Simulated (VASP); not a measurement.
# C (R-3m) in VASP: notebook

The runs below take C through single point, with PBE.

Program: VASP 6.6.1. These are calculated values, not measurements. Logs are shortened: lines on timing, memory, paths and dates and some standing lists are left out, and cuts for length are marked.

## (1) The cell of the first run

It takes space group R-3m (No. 166, trigonal). The conventional cell has a = 2.488 Å, b = 2.488 Å, c = 6.056 Å, α = 90.00°, β = 90.00°, γ = 120.00°. C (site symmetry 3m) has 4 C at 1.52 Å within 2.0 Å.

## (2) Single point, PBE (strained cell)

INCAR reads:

```
PREC = Accurate ; ENCUT = 600
EDIFF = 1E-6 ; ISMEAR = 0
SIGMA = 0.02 ; LREAL = False
LASPH = True ; NELM = 120
ALGO = Normal ; ISIF = 2
LWAVE = False ; LCHARG = True
GGA = PE ; LELF = True
LVHAR = True ; NBANDS = 11
GGA_COMPAT = False
```

KPOINTS reads:

```
Automatic mesh
0
Gamma
  9 9 9
```

POSCAR reads:

```
C
1.0
   -0.0071432120      1.7518727399      1.7518727399
    1.7518727399     -0.0071432120      1.7518727399
    1.7518727399      1.7518727399     -0.0071432120
C
2
Direct
   -0.0000826596     -0.0000826596     -0.0000826596
    0.2500826596      0.2500826596      0.2500826596
```

Potentials or basis: VASP PAW PBE potentials, release 64 (C).

Launch:

```bash
cat potpaw_PBE.64/C/POTCAR > POTCAR
mpirun -np 1 vasp_std > vasp.out
```

OUTCAR:

```text
PREC = Accurate
   ENCUT = 600
   EDIFF = 1E-6
   ISMEAR = 0
   LREAL = False
   LASPH = True
   NELM = 120
   ISIF = 2
   GGA = PE

 ion  position               nearest neighbor table
   1  1.000  1.000  1.000-   2 1.52   2 1.52   2 1.52   2 1.52
   2  0.250  0.250  0.250-   1 1.52   1 1.52   1 1.52   1 1.52

  LATTYP: Found a trigonal (rhomboedric) cell.
 ALAT       =     2.4775324860
 COS(alpha) =     0.4959184055

  Lattice vectors:

 A1 = (  -0.0071432120,   1.7518727399,   1.7518727399)
 A2 = (   1.7518727399,  -0.0071432120,   1.7518727399)
 A3 = (   1.7518727399,   1.7518727399,  -0.0071432120)

Analysis of symmetry for initial positions (statically):
=====================================================================
 Subroutine PRICEL returns:
 Original cell was already a primitive cell.

 Routine SETGRP: Setting up the symmetry group for a
 trigonal (rhombohedral) supercell.

 Subroutine GETGRP returns: Found 12 space group operations
 (whereof  6 operations were pure point group operations)
 out of a pool of 12 trial point group operations.

The static configuration has the point symmetry C_3v.
 The point group associated with its full space group is D_3d.

Analysis of symmetry for dynamics (positions and initial velocities):
=====================================================================
 Subroutine PRICEL returns:
 Original cell was already a primitive cell.

 Routine SETGRP: Setting up the symmetry group for a
 trigonal (rhombohedral) supercell.

 Subroutine GETGRP returns: Found 12 space group operations
 (whereof  6 operations were pure point group operations)
 out of a pool of 12 trial point group operations.

The dynamic configuration has the point symmetry C_3v.
 The point group associated with its full space group is D_3d.

 Subroutine INISYM returns: Found 12 space group operations
 (whereof  6 operations are pure point group operations),
 and found     1 'primitive' translations

----------------------------------------------------------------------------------------

                                     Primitive cell

  volume of cell :      10.8190

  direct lattice vectors                    reciprocal lattice vectors
    -0.007143212  1.751872740  1.751872740    -0.283669144  0.284830533  0.284830533
     1.751872740 -0.007143212  1.751872740     0.284830533 -0.283669144  0.284830533
     1.751872740  1.751872740 -0.007143212     0.284830533  0.284830533 -0.283669144

  length of vectors
     2.477532486  2.477532486  2.477532486     0.492671339  0.492671339  0.492671339

  position of ions in fractional coordinates (direct lattice)
     0.999917340  0.999917340  0.999917340
     0.250082660  0.250082660  0.250082660

  ion indices of the primitive-cell ions
   primitive index   ion index
                 1           1
                 2           2

----------------------------------------------------------------------------------------

 KPOINTS: Automatic mesh

Automatic generation of k-mesh.
 Grid dimensions read from file:
 generate k-points for:    9    9    9

 Generating k-lattice:

  Cartesian coordinates                     Fractional coordinates (reciprocal lattice)
    -0.031518794  0.031647837  0.031647837     0.111111111 -0.000000000 -0.000000000
     0.031647837 -0.031518794  0.031647837    -0.000000000  0.111111111 -0.000000000
     0.031647837  0.031647837 -0.031518794    -0.000000000 -0.000000000  0.111111111

  Length of vectors
     0.054741260  0.054741260  0.054741260

  Shift w.r.t. Gamma in fractional coordinates (k-lattice)
     0.000000000  0.000000000  0.000000000

 Subroutine IBZKPT returns following result:
 ===========================================

 Found     85 irreducible k-points:

 Following reciprocal coordinates:
            Coordinates               Weight
  0.000000  0.000000  0.000000      1.000000
  0.111111  0.000000  0.000000      6.000000
  0.222222  0.000000  0.000000      6.000000
  0.333333 -0.000000 -0.000000      6.000000
  0.444444  0.000000  0.000000      6.000000
  0.111111  0.111111 -0.000000      6.000000
[... 16 lines left out ...]
 -0.333333  0.333333  0.000000      6.000000
  0.444444  0.444444  0.000000      6.000000
 [... further k-points ...]
   k-points           NKPTS =     85   k-points in BZ     NKDIM =     85   number of bands    NBANDS=     11
   number of dos      NEDOS =    301   number of ions     NIONS =      2
   total plane-waves  NPLWV =   8000
   dimension x,y,z NGX =    20 NGY =   20 NGZ =   20
   dimension x,y,z NGXF=    40 NGYF=   40 NGZF=   40
   ions per type =               2
   NGX,Y,Z   is equivalent  to a cutoff of  13.42, 13.42, 13.42 a.u.
   NGXF,Y,Z  is equivalent  to a cutoff of  26.84, 26.84, 26.84 a.u.
 SYSTEM =  unknown system
   PREC   = accura    normal or accurate (medium, high low for compatibility)
   ISTART =      0    job   : 0-new  1-cont  2-samecut
   ICHARG =      2    charge: 1-file 2-atom 10-const
   ISPIN  =      1    spin polarized calculation?
   LNONCOLLINEAR =      F non collinear calculations
   LSORBIT =      F    spin-orbit coupling
   LASPH  =      T    aspherical Exc in radial PAW
   ENCUT  =  600.0 eV  44.10 Ry    6.64 a.u.   4.95  4.95  4.95*2*pi/ulx,y,z
   NELM   =    120;   NELMIN=  2; NELMDL= -5     # of ELM steps
   EDIFF  = 0.1E-05   stopping-criterion for ELM
   LREAL  =      F    real-space projection
   EDIFFG = 0.1E-04   stopping-criterion for IOM
   NSW    =      0    number of steps for IOM
   IBRION =     -1    ionic relax: 0-MD 1-quasi-New 2-CG
   NFREE  =      0    steps in history (QN), initial steepest desc. (CG)
   ISIF   =      2    stress and relaxation
   ISYM   =      2    0-nonsym 1-usesym 2-fastsym
   POTIM  = 0.5000    time-step for ionic-motion
   TEBEG  =    0.0;   TEEND  =   0.0 temperature during run
   PSTRESS=    0.0 pullay stress
   NELECT =       8.0000    total number of electrons
   NUPDOWN=      -1.0000    fix difference up-down
   EMIN   =  10.00;   EMAX   =-10.00  energy-range for DOS
   EFERMI =   0.00;   METHOD = LEGACY
   ISMEAR =     0;   SIGMA  =   0.02  broadening in eV -4-tet -1-fermi 0-gaus
   EFERMI_NEDOS =   21; number of points for ismear=-14 and -15
   IALGO  =     38    algorithm
   IMIX   =      4    mixing-type and parameters
     AMIX     =   0.40;   BMIX     =  1.00
     AMIX_MAG =   1.60;   BMIX_MAG =  1.00
  volume/ion in A,a.u.               =       5.41        36.50
  Fermi-wavevector in a.u.,A,eV,Ry     =   1.480390  2.797532 29.817922  2.191555
  Thomas-Fermi vector in A             =   2.594430
   LORBIT       =      0    0 simple, 1 ext, 2 COOP (PROOUT), +10 PAW based schemes
   GGA     = PE    functional components
   LHFCALC =     F    Hartree Fock is set to
   AEXX    =    0.0000 exact exchange contribution
   IVDW    =     0    specifies the selected vdW correction
   LEPSILON=     F    determine dielectric tensor
   LRPA    =     F    only Hartree local field effects (RPA)
 non-spin polarized calculation
 Gauss-broadening in eV      SIGMA  =   0.02
  energy-cutoff  :      600.00
  volume of cell :       10.82
 maximum number of plane-waves:       369
   NGX =  9   NGY =  9   NGZ =  9

 number of electron       7.9999999 magnetization

 Free energy of the ion-electron system (eV)
  ---------------------------------------------------
  ext. energy  EPLUGINS =         0.00000000
  ---------------------------------------------------
  free energy    TOTEN  =       -18.14443994 eV

  energy without entropy =      -18.14443994  energy(sigma->0) =      -18.14443994

 E-fermi :  10.6580     XC(G=0): -13.4898

 val. band max:       10.4461835880   @ k =   0.0000   0.0000   0.0000
 cond. band min:      14.6873067645   @ k =   0.3333   0.3333  -0.0000
 fundamental gap:      4.2411231765
 Fermi energy:        10.6580247687

 k-point     1 :       0.0000    0.0000    0.0000
  band No.  band energies     occupation
      1     -11.6980      2.00000
      2      10.4157      2.00000
      3      10.4157      2.00000
      4      10.4462      2.00000
      5      16.0906      0.00000
      6      16.0906      0.00000
      7      16.2574      0.00000
      8      24.8627      0.00000
      9      30.3401      0.00000
     10      37.4898      0.00000
     11      37.4898      0.00000

 k-point     2 :       0.1111    0.0000    0.0000
  band No.  band energies     occupation
      1     -11.3462      2.00000
      2       8.3342      2.00000
      3       9.8567      2.00000
      4       9.8834      2.00000
      5      16.8300      0.00000
      6      16.9640      0.00000
      7      17.3343      0.00000
      8      25.0848      0.00000
      9      30.8780      0.00000
     10      34.5754      0.00000
     11      34.6682      0.00000

 k-point     3 :       0.2222    0.0000    0.0000
  band No.  band energies     occupation
      1     -10.2984      2.00000
      2       4.5623      2.00000
      3       8.8412      2.00000
      4       8.8605      2.00000
      5      18.1250      0.00000
      6      18.2442      0.00000
      7      18.7910      0.00000
      8      25.6704      0.00000
      9      31.6756      0.00000
     10      33.1428      0.00000
     11      33.3033      0.00000

 k-point     4 :       0.3333   -0.0000   -0.0000
  band No.  band energies     occupation
      1      -8.5868      2.00000
      2       0.7108      2.00000
      3       8.0144      2.00000
      4       8.0230      2.00000
      5      18.8784      0.00000
      6      18.9806      0.00000
      7      19.6019      0.00000
      8      26.2766      0.00000
      9      32.0632      0.00000
     10      34.0221      0.00000
     11      34.2468      0.00000

 k-point     5 :       0.4444    0.0000    0.0000
  band No.  band energies     occupation
      1      -6.3816      2.00000
      2      -2.6322      2.00000
      3       7.5770      2.00000
      4       7.5785      2.00000
      5      19.0399      0.00000
      6      19.1369      0.00000
      7      19.9424      0.00000
      8      26.5411      0.00000
      9      32.7858      0.00000
     10      35.7290      0.00000
     11      36.3294      0.00000
[... 211 lines left out ...]
 k-point    21 :       0.4444    0.3333   -0.0000
  band No.  band energies     occupation
      1      -5.8855      2.00000
      2       1.0088      2.00000
      3       3.4146      2.00000
      4       4.5284      2.00000
      5      15.4513      0.00000
      6      17.9504      0.00000
      7      25.9164      0.00000
      8      26.1342      0.00000
      9      33.2922      0.00000
     10      34.3463      0.00000
     11      42.0310      0.00000

 k-point    22 :      -0.4444    0.3333   -0.0000
  band No.  band energies     occupation
      1      -3.8168      2.00000
      2      -1.0466      2.00000
      3       1.4746      2.00000
      4       4.7586      2.00000
      5      16.1870      0.00000
      6      20.5426      0.00000
      7      25.4350      0.00000
      8      26.4317      0.00000
      9      30.8930      0.00000
     10      35.3607      0.00000
     11      38.1351      0.00000

 k-point    23 :      -0.3333    0.3333    0.0000
  band No.  band energies     occupation
      1      -4.0128      2.00000
      2      -0.7923      2.00000
      3       0.6051      2.00000
      4       5.5559      2.00000
      5      16.9941      0.00000
      6      23.8335      0.00000
      7      24.3974      0.00000
      8      26.2196      0.00000
      9      27.8264      0.00000
     10      34.6451      0.00000
     11      36.1357      0.00000

 k-point    24 :       0.4444    0.4444    0.0000
  band No.  band energies     occupation
      1      -4.4620      2.00000
      2      -0.7876      2.00000
      3       3.9053      2.00000
      4       3.9976      2.00000
      5      14.8569      0.00000
      6      15.9823      0.00000
      7      27.5569      0.00000
      8      27.5757      0.00000
      9      34.1045      0.00000
     10      34.7859      0.00000
     11      44.0368      0.00000

 [... further k-points ...]

------------------------ aborting loop because EDIFF is reached ----------------------------------------

  FORCE on cell =-STRESS in cart. coord.  units (eV):
  Direction    XX          YY          ZZ          XY          YZ          ZX
  --------------------------------------------------------------------------------------
  -------------------------------------------------------------------------------------
  Total        1.6628771      1.6628771      1.6628771      0.1730283      0.1730283      0.1730283
  in kB      246.2549425    246.2549425    246.2549425     25.6237094     25.6237094     25.6237094
  external PRESSURE =     246.2549425 kB  Pullay stress =       0.0000000 kB

 VOLUME and BASIS-vectors are now :
 -----------------------------------------------------------------------------
  energy-cutoff  :      600.00
  volume of cell :       10.82
      direct lattice vectors                 reciprocal lattice vectors
    -0.007143212  1.751872740  1.751872740    -0.283669144  0.284830533  0.284830533
     1.751872740 -0.007143212  1.751872740     0.284830533 -0.283669144  0.284830533
     1.751872740  1.751872740 -0.007143212     0.284830533  0.284830533 -0.283669144

 POSITION                                       TOTAL-FORCE (eV/Angst)
 -----------------------------------------------------------------------------------
      3.49631      3.49631      3.49631        -0.001409     -0.001409     -0.001409
      0.87444      0.87444      0.87444         0.001409      0.001409      0.001409
 -----------------------------------------------------------------------------------
    total drift:                                0.000000      0.000000      0.000000

  FREE ENERGIE OF THE ION-ELECTRON SYSTEM (eV)
  ---------------------------------------------------
  free  energy   TOTEN  =       -18.1444399350 eV

  energy  without entropy=      -18.1444399350  energy(sigma->0) =      -18.14443994
```

It took 10 s on 1 thread of AMD EPYC 7R13 (Zen 3), shared host; peak memory 0.09 GiB.

What came out:

```
Free energy            : -18.1444 eV
Pressure               : 24.6 GPa
Band gap on the k mesh : 4.24 eV (least direct gap 5.64 eV)
```

Forces in eV/Å, atoms in the order of the input:
```
C   -0.001 -0.001 -0.001
C    0.001  0.001  0.001
```

Stress tensor (GPa, compression positive):
```
24.63  2.56  2.56
 2.56 24.63  2.56
 2.56  2.56 24.63
```

Levels at points of the mesh, in eV from the valence-band top:
```tsv
k point	band 1	band 2	band 3	band 4	band 5	band 6	band 7	band 8
(0.00, 0.00, 0.00)	-22.14	-0.03	-0.03	0.00	5.64	5.64	5.81	14.42
```

Caveat: the cell differs from its parent crystal (strained cell); the cell stands under pressure; an odd mesh through Γ misses points on the zone boundary, where band edges can lie.

## (3) Single point, PBE (strained cell)

INCAR reads:

```
PREC = Accurate
ENCUT = 600
EDIFF = 1E-6
ISMEAR = 0
SIGMA = 0.02
LREAL = F
LASPH = T
NELM = 120
ALGO = Normal
ISIF = 2
LWAVE = F
LCHARG = F
GGA = PE
NBANDS = 11
GGA_COMPAT = F
```

KPOINTS reads:

```
regular mesh
0
Gamma
  9 9 9
```

POSCAR reads:

```
C
1.0
    0.0285728479      1.7875887998      1.7875887998
    1.7875887998      0.0285728479      1.7875887998
    1.7875887998      1.7875887998      0.0285728479
C
2
Direct
    0.0001625484      0.0001625484      0.0001625484
    0.2498374516      0.2498374516      0.2498374516
```

Potentials or basis: VASP PAW PBE potentials, release 64 (C).

Launch:

```bash
cat potpaw_PBE.64/C/POTCAR > POTCAR
mpirun -np 1 vasp_std > vasp.out
```

Wall time 10 s (1 thread of AMD EPYC 7R13 (Zen 3), shared host); peak memory 0.09 GiB.

It converged, with:

```yaml
Free_energy: -18.1664 eV
Pressure: 9.9 GPa
Largest_force: 0.008 eV/Å
Band_gap_on_the_k_mesh: 4.15 eV (least direct gap 5.11 eV)
```

Forces in eV/Å, atoms in the order of the input:
```
C    0.004  0.004  0.004
C   -0.004 -0.004 -0.004
```

Stress tensor (GPa, compression positive):
```
 9.91 -9.36 -9.36
-9.36  9.91 -9.36
-9.36 -9.36  9.91
```

Levels at points of the mesh, in eV from the valence-band top:
```
           k point  band 1  band 2  band 3  band 4  band 5  band 6  band 7  band 8
(0.00, 0.00, 0.00)  -21.74   -0.09    0.00    0.00    5.11    5.84    5.84   13.75
```

Caveat: the cell differs from its parent crystal (strained cell); the cell stands under pressure; an odd mesh through Γ misses points on the zone boundary, where band edges can lie.

## (4) Single point, PBE (strained cell)

INCAR reads:

```
SYSTEM = C
  PREC = Accurate
  ENCUT = 600
  EDIFF = 1E-6
  ISMEAR = 0
  SIGMA = 0.02
  LREAL = .False.
  LASPH = .True.
  NELM = 120
  ALGO = Normal
  ISIF = 2
  LWAVE = .False.
  LCHARG = .True.
  GGA = PE
  LELF = .True.
  LVHAR = .True.
  NBANDS = 11
  GGA_COMPAT = .False.
```

KPOINTS reads:

```
Automatic mesh
0
Gamma
  9 9 9
  0 0 0
```

POSCAR reads:

```
C
1.0
    0.0204309967      1.7794469485      1.7794469485
    1.7794469485      0.0204309967      1.7794469485
    1.7794469485      1.7794469485      0.0204309967
C
2
Direct
    0.0001450983      0.0001450983      0.0001450983
    0.2498549017      0.2498549017      0.2498549017
```

Launch:

```bash
cat potpaw_PBE.64/C/POTCAR > POTCAR
mpirun -np 1 vasp_std > vasp.out
```

It took 12 s on 1 thread of AMD EPYC 7R13 (Zen 3), shared host; peak memory 0.09 GiB.

It converged, with:

```yaml
Free_energy: -18.1683 eV
Pressure: 13.0 GPa
Largest_force: 0.005 eV/Å
Band_gap_on_the_k_mesh: 4.18 eV (least direct gap 5.29 eV)
```

Forces on the atoms (eV/Å):
```
C    0.003  0.003  0.003
C   -0.003 -0.003 -0.003
```

Stress tensor (GPa, compression positive):
```
13.00 -6.84 -6.84
-6.84 13.00 -6.84
-6.84 -6.84 13.00
```

Levels at points of the mesh, in eV from the valence-band top:
| k point | band 2 | band 3 | band 4 | band 5 | band 6 | band 7 |
| --- | --- | --- | --- | --- | --- | --- |
| (0.00, 0.00, 0.00) | -0.07 | 0.00 | 0.00 | 5.29 | 5.80 | 5.80 |

Caveat: the cell differs from its parent crystal (strained cell); the cell stands under pressure; an odd mesh through Γ misses points on the zone boundary, where band edges can lie.

## (5) Summary

```tsv
cell	gap on the mesh (eV)	pressure (GPa)	largest force (eV/Å)
a = 2.478 Å, angles 60.3°, 2 atoms	4.24	24.6	-
a = 2.528 Å, angles 58.9°, 2 atoms	4.15	9.9	0.01
a = 2.517 Å, angles 59.2°, 2 atoms	4.18	13.0	0.01
```

Alike in all rows: task single point; level PBE; potentials or basis VASP PAW PBE potentials, release 64 (C); no spin polarisation; k mesh 9 × 9 × 9; cutoff (eV) 600; smearing gaussian 0.02 eV.

Caveats: the cell stands under pressure; an odd mesh through Γ misses points on the zone boundary, where band edges can lie.

Absolute energies hang on the potentials; compare differences alone.
